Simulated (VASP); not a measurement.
# VSi (rocksalt type) (Fm-3m) in VASP: a series of runs

The runs below take VSi (rocksalt type) through single point, relaxation of cell and atoms, with LDA.

Everything below comes from runs of VASP 6.6.1. Logs are shortened: lines on timing, memory, paths and dates and some standing lists are left out, and cuts for length are marked.

### 1 The cell of the first run

It takes space group Fm-3m (No. 225, cubic). The conventional cell has a = 4.351 Å, b = 4.351 Å, c = 4.351 Å, α = 90.00°, β = 90.00°, γ = 90.00°. V (site symmetry m-3m) has 6 Si at 2.18 Å within 2.9 Å. Si (site symmetry m-3m) has 6 V at 2.18 Å within 2.9 Å.

### 2 Single point, LDA (10.30 Å³/atom)

INCAR reads:

```
ALGO     = Normal         # electronic algorithm
EDIFF    = 1E-6           # SCF threshold, eV
ENCUT    = 500            # plane-wave cutoff, eV
GGA_COMPAT= F            
ISIF     = 2              # what is computed and relaxed
ISMEAR   = -1             # smearing method
LASPH    = T              # aspherical terms in the spheres
LCHARG   = F              # write CHGCAR
LREAL    = F              # projectors in reciprocal space
LWAVE    = F              # write WAVECAR
NBANDS   = 16             # bands
NELM     = 120            # most SCF steps
PREC     = Accurate       # precision mode
SIGMA    = 0.1            # smearing width, eV
```

KPOINTS reads:

```
k-points
0
Gamma
  15 15 15
```

POSCAR reads:

```
VSi
1.0
    0.0000000000      2.1756103161      2.1756103161
    2.1756103161      0.0000000000      2.1756103161
    2.1756103161      2.1756103161      0.0000000000
V Si
1 1
Direct
    0.0000000000      0.0000000000      0.0000000000
    0.5000000000      0.5000000000      0.5000000000
```

Potentials or basis: VASP PAW LDA potentials, release 64 (V_sv, Si).

The run is started by

```console
$ cat potpaw_LDA.64/V_sv/POTCAR potpaw_LDA.64/Si/POTCAR > POTCAR
$ mpirun -np 1 vasp_std > vasp.out
```

OUTCAR:

```text
EDIFF = 1E-6
   ENCUT = 500
   ISIF = 2
   ISMEAR = -1
   LASPH = T
   LREAL = F
   NELM = 120
   PREC = Accurate

 ion  position               nearest neighbor table
   1  0.000  0.000  0.000-   2 2.18   2 2.18   2 2.18   2 2.18   2 2.18   2 2.18
   2  0.500  0.500  0.500-   1 2.18   1 2.18   1 2.18   1 2.18   1 2.18   1 2.18

  LATTYP: Found a face centered cubic cell.
 ALAT       =     4.3512206322

  Lattice vectors:

 A1 = (   0.0000000000,   2.1756103161,   2.1756103161)
 A2 = (   2.1756103161,   0.0000000000,   2.1756103161)
 A3 = (   2.1756103161,   2.1756103161,   0.0000000000)

Analysis of symmetry for initial positions (statically):
=====================================================================
 Subroutine PRICEL returns:
 Original cell was already a primitive cell.

 Routine SETGRP: Setting up the symmetry group for a
 face centered cubic supercell.

 Subroutine GETGRP returns: Found 48 space group operations
 (whereof 48 operations were pure point group operations)
 out of a pool of 48 trial point group operations.

The static configuration has the point symmetry O_h .

Analysis of symmetry for dynamics (positions and initial velocities):
=====================================================================
 Subroutine PRICEL returns:
 Original cell was already a primitive cell.

 Routine SETGRP: Setting up the symmetry group for a
 face centered cubic supercell.

 Subroutine GETGRP returns: Found 48 space group operations
 (whereof 48 operations were pure point group operations)
 out of a pool of 48 trial point group operations.

The dynamic configuration has the point symmetry O_h .

 Subroutine INISYM returns: Found 48 space group operations
 (whereof 48 operations are pure point group operations),
 and found     1 'primitive' translations

----------------------------------------------------------------------------------------

                                     Primitive cell

  volume of cell :      20.5955

  direct lattice vectors                    reciprocal lattice vectors
     0.000000000  2.175610316  2.175610316    -0.229820569  0.229820569  0.229820569
     2.175610316  0.000000000  2.175610316     0.229820569 -0.229820569  0.229820569
     2.175610316  2.175610316  0.000000000     0.229820569  0.229820569 -0.229820569

  length of vectors
     3.076777615  3.076777615  3.076777615     0.398060902  0.398060902  0.398060902

  position of ions in fractional coordinates (direct lattice)
     0.000000000  0.000000000  0.000000000
[... 77 lines left out ...]
   NELM   =    120;   NELMIN=  2; NELMDL= -5     # of ELM steps
   EDIFF  = 0.1E-05   stopping-criterion for ELM
   LREAL  =      F    real-space projection
   EDIFFG = 0.1E-04   stopping-criterion for IOM
   NSW    =      0    number of steps for IOM
   IBRION =     -1    ionic relax: 0-MD 1-quasi-New 2-CG
   NFREE  =      0    steps in history (QN), initial steepest desc. (CG)
   ISIF   =      2    stress and relaxation
   ISYM   =      2    0-nonsym 1-usesym 2-fastsym
   POTIM  = 0.5000    time-step for ionic-motion
   TEBEG  =    0.0;   TEEND  =   0.0 temperature during run
   PSTRESS=    0.0 pullay stress
   NELECT =      17.0000    total number of electrons
   NUPDOWN=      -1.0000    fix difference up-down
   EMIN   =  10.00;   EMAX   =-10.00  energy-range for DOS
   EFERMI =   0.00;   METHOD = LEGACY
   ISMEAR =    -1;   SIGMA  =   0.10  broadening in eV -4-tet -1-fermi 0-gaus
   EFERMI_NEDOS =   21; number of points for ismear=-14 and -15
   IALGO  =     38    algorithm
   IMIX   =      4    mixing-type and parameters
     AMIX     =   0.40;   BMIX     =  1.00
     AMIX_MAG =   1.60;   BMIX_MAG =  1.00
  volume/ion in A,a.u.               =      10.30        69.49
  Fermi-wavevector in a.u.,A,eV,Ry     =   1.535678  2.902010 32.086694  2.358305
  Thomas-Fermi vector in A             =   2.642433
   LORBIT       =      0    0 simple, 1 ext, 2 COOP (PROOUT), +10 PAW based schemes
   GGA     = CA    functional components
   LHFCALC =     F    Hartree Fock is set to
   AEXX    =    0.0000 exact exchange contribution
   IVDW    =     0    specifies the selected vdW correction
   LEPSILON=     F    determine dielectric tensor
   LRPA    =     F    only Hartree local field effects (RPA)
 non-spin polarized calculation
  energy-cutoff  :      500.00
  volume of cell :       20.60
 maximum number of plane-waves:       534
   NGX = 11   NGY = 11   NGZ = 11

 number of electron      17.0000001 magnetization

 Free energy of the ion-electron system (eV)
  ---------------------------------------------------
  ext. energy  EPLUGINS =         0.00000000
  ---------------------------------------------------
  free energy    TOTEN  =       -14.64004880 eV

  energy without entropy =      -14.60338458  energy(sigma->0) =      -14.62171669

 E-fermi :  14.2597     XC(G=0): -13.6322

 val. band max:       14.2518283181   @ k =   0.3333   0.2667   0.0667
 cond. band min:      14.2604419454   @ k =   0.3333   0.2667   0.0000
 fundamental gap:      0.0086136272
 Fermi energy:        14.2597367597

 k-point     1 :       0.0000    0.0000    0.0000
  band No.  band energies     occupation
      1     -48.8852      2.00000
      2     -23.1862      2.00000
      3     -23.1862      2.00000
      4     -23.1862      2.00000
      5       1.0743      2.00000
      6      12.4500      2.00000
[... 433 lines left out ...]
      3     -23.2178      2.00000
      4     -23.2152      2.00000
      5       2.0960      2.00000
      6      11.4647      2.00000
[... 8 lines left out ...]
     15      27.0786      0.00000
     16      27.5084      0.00000

 [... further k-points ...]

------------------------ aborting loop because EDIFF is reached ----------------------------------------

  FORCE on cell =-STRESS in cart. coord.  units (eV):
  Direction    XX          YY          ZZ          XY          YZ          ZX
  --------------------------------------------------------------------------------------
  -------------------------------------------------------------------------------------
  Total       10.2946396     10.2946396     10.2946396      0.0000000      0.0000000      0.0000000
  in kB      800.8448878    800.8448878    800.8448878      0.0000000      0.0000000      0.0000000
  external PRESSURE =     800.8448878 kB  Pullay stress =       0.0000000 kB

 VOLUME and BASIS-vectors are now :
 -----------------------------------------------------------------------------
  energy-cutoff  :      500.00
  volume of cell :       20.60
      direct lattice vectors                 reciprocal lattice vectors
     0.000000000  2.175610316  2.175610316    -0.229820569  0.229820569  0.229820569
     2.175610316  0.000000000  2.175610316     0.229820569 -0.229820569  0.229820569
     2.175610316  2.175610316  0.000000000     0.229820569  0.229820569 -0.229820569

 POSITION                                       TOTAL-FORCE (eV/Angst)
 -----------------------------------------------------------------------------------
      0.00000      0.00000      0.00000         0.000000      0.000000     -0.000000
      2.17561      2.17561      2.17561        -0.000000     -0.000000      0.000000
 -----------------------------------------------------------------------------------
    total drift:                                0.000000     -0.000000     -0.000000

  FREE ENERGIE OF THE ION-ELECTRON SYSTEM (eV)
  ---------------------------------------------------
  free  energy   TOTEN  =       -14.6400488030 eV

  energy  without entropy=      -14.6033845766  energy(sigma->0) =      -14.62171669
```

Wall time 11 s (1 thread of Intel Xeon 6975P-C (Granite Rapids), shared host); peak memory 0.15 GiB.

What came out:

| Property | Result |
| --- | --- |
| Free energy | -14.6400 eV |
| Pressure | 80.1 GPa |
| Band gap on the k mesh | zero (an odd number of electrons rules out a gap without spin polarisation) |

Caveat: the cell stands under pressure.

### 3 Single point, LDA

This run uses another cell than the first one, of 13.77 Å³/atom.

INCAR reads:

```
SYSTEM = VSi
PREC     = Accurate       ! precision mode
ENCUT    = 500            ! plane-wave cutoff, eV
EDIFF    = 1E-6           ! SCF threshold, eV
ISMEAR   = -1             ! smearing method
SIGMA    = 0.1            ! smearing width, eV
LREAL    = .False.        ! projectors in reciprocal space
LASPH    = .True.         ! aspherical terms in the spheres
NELM     = 120            ! most SCF steps
ALGO     = Normal         ! electronic algorithm
ISIF     = 2              ! what is computed and relaxed
LWAVE    = .False.        ! write WAVECAR
LCHARG   = .False.        ! write CHGCAR
GGA      = CA             ! functional
NBANDS   = 16             ! bands
GGA_COMPAT= .False.
```

KPOINTS reads:

```
Automatic mesh
0
Gamma
  14 14 14
  0 0 0
```

POSCAR reads:

```
VSi
1.0
    0.0000000000      2.3967012929      2.3967012929
    2.3967012929      0.0000000000      2.3967012929
    2.3967012929      2.3967012929      0.0000000000
V Si
1 1
Direct
    0.0000000000      0.0000000000      0.0000000000
    0.5000000000      0.5000000000      0.5000000000
```

Potentials or basis: VASP PAW LDA potentials, release 64 (V_sv, Si).

The run is started by

```console
$ cat potpaw_LDA.64/V_sv/POTCAR potpaw_LDA.64/Si/POTCAR > POTCAR
$ mpirun -np 1 vasp_std > vasp.out
```

It took 24 s on 1 thread of Intel Xeon 6975P-C (Granite Rapids), shared host; peak memory 0.16 GiB.

The run converged. Its results:

```yaml
Free_energy: -16.0224 eV
Pressure: 0.2 GPa
Band_gap_on_the_k_mesh: zero (an odd number of electrons rules out a gap without spin polarisation)
```

Levels at points of the mesh, in eV from the Fermi level:
```
           k point  band 4  band 5  band 6  band 7  band 8  band 9  band 10  band 11  band 12  band 13
(0.00, 0.00, 0.00)  -37.79  -11.46   -1.04   -1.04   -1.04   -0.64    -0.64     3.83     3.83     3.83
(0.50, 0.00, 0.00)  -37.80   -7.61   -6.15   -2.57   -2.57    0.76     0.76     1.74     5.90     7.29
(0.50, 0.50, 0.00)  -37.83   -7.86   -4.35   -2.79    0.12    0.24     0.24     1.15     1.15     2.36
```

(Part 1 of 2 ends here.)
